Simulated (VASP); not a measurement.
Here is a VASP 6.6.1 calculation.

The input INCAR:

```
PREC     = Accurate       # precision mode
ENCUT    = 520            # plane-wave cutoff, eV
EDIFF    = 1E-7           # SCF threshold, eV
ISMEAR   = -1             # smearing method
SIGMA    = 0.1            # smearing width, eV
LREAL    = False          # projectors in reciprocal space
LASPH    = True           # aspherical terms in the spheres
NELM     = 80             # most SCF steps
ALGO     = Normal         # electronic algorithm
ISIF     = 2              # what is computed and relaxed
LWAVE    = False          # write WAVECAR
LCHARG   = False          # write CHGCAR
GGA      = CA             # functional
NBANDS   = 18             # bands
```

Contents of KPOINTS:

```
regular mesh
0
Gamma
  12 12 12
```

File POSCAR:

```
Yb
1.0
    0.0000000000      2.4569516026      2.4569516026
    2.4569516026      0.0000000000      2.4569516026
    2.4569516026      2.4569516026      0.0000000000
Yb
1
Direct
    0.0000000000      0.0000000000      0.0000000000
```

Potentials or basis: VASP PAW PBE potentials, release 64 (Yb).

The run is started by

```bash
$ cat potpaw_PBE.64/Yb/POTCAR > POTCAR
$ mpirun -np 1 vasp_std > vasp.out
```

Q: What does it give for the pressure?

A: -0.3 GPa.

Q: What does it give for the band gap on the k mesh?

A: Zero (bands 12 and 13 overlap by 0.32 eV).

Caveat: the PAW data sets were made with another functional, which shifts forces and pressure a little; spin-orbit coupling is left out, which moves the levels of the heavy elements. Spin polarisation is off, so any magnetic state and its effect on volume and gap are missing.
